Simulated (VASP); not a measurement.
Wanted: the native input for a VASP 6.6.1 run.

- Task: single point
- Functional: PBE
- Potentials or basis: VASP PAW PBE potentials, release 64 (Hf_pv, B)
- Cutoff: 520 eV
- k mesh: 14 × 14 × 10
- Occupations: gaussian, width 0.1 eV
- Spin: no spin polarisation
- Dipole correction: no
- Further INCAR settings: ALGO = Normal; EDIFF = 1e-06; NBANDS = 15

The structure of HfB2 lies in POSCAR:

```
HfB2
1.0
    3.3839467083     -0.1256000040      0.0931010030
   -1.8007461484      2.8677784323     -0.0931052574
    0.1031820000     -0.0595776000      3.5565252000
Hf B
1 2
Direct
    0.0144079400      0.0144079400      0.0000000000
    0.3458334541      0.6397586058      0.4872104217
    0.6397586058      0.3458334541      0.5127895783
```

This cell differs from its parent crystal: strained and its atoms moved.

These files were run (other wordings do the same):

INCAR

```
SYSTEM = HfB2
PREC     = Accurate       ! precision mode
ENCUT    = 520            ! plane-wave cutoff, eV
EDIFF    = 1E-6           ! SCF threshold, eV
ISMEAR   = 0              ! smearing method
SIGMA    = 0.1            ! smearing width, eV
LREAL    = .FALSE.        ! projectors in reciprocal space
LASPH    = .TRUE.         ! aspherical terms in the spheres
NELM     = 80             ! most SCF steps
ALGO     = Normal         ! electronic algorithm
ISIF     = 2              ! what is computed and relaxed
LWAVE    = .FALSE.        ! write WAVECAR
LCHARG   = .FALSE.        ! write CHGCAR
GGA      = PE             ! functional
NBANDS   = 15             ! bands
```

KPOINTS

```
regular mesh
0
G
  14 14 10
  0 0 0
```

Potentials or basis: VASP PAW PBE potentials, release 64 (Hf_pv, B).

Command:

```console
$ cat potpaw_PBE.64/Hf_pv/POTCAR potpaw_PBE.64/B/POTCAR > POTCAR
$ mpirun -np 1 vasp_std > vasp.out
```

Results of the run:

```
Pressure               : -19.7 GPa
Largest force          : 2.134 eV/Å
Band gap on the k mesh : zero (band 8 reaches 7.01 eV, above the bottom of band 9 at 6.32 eV)
```

Caveat: the cell differs from its parent crystal (strained and its atoms moved); spin-orbit coupling is left out, which moves the levels of the heavy elements; forces of over 1 eV/Å act on the atoms, so gaps and moduli don't describe the material at rest.

Wall time 9.3 min on 1 thread of AMD EPYC 7R13, on a shared host, peak memory 0.35 GiB.
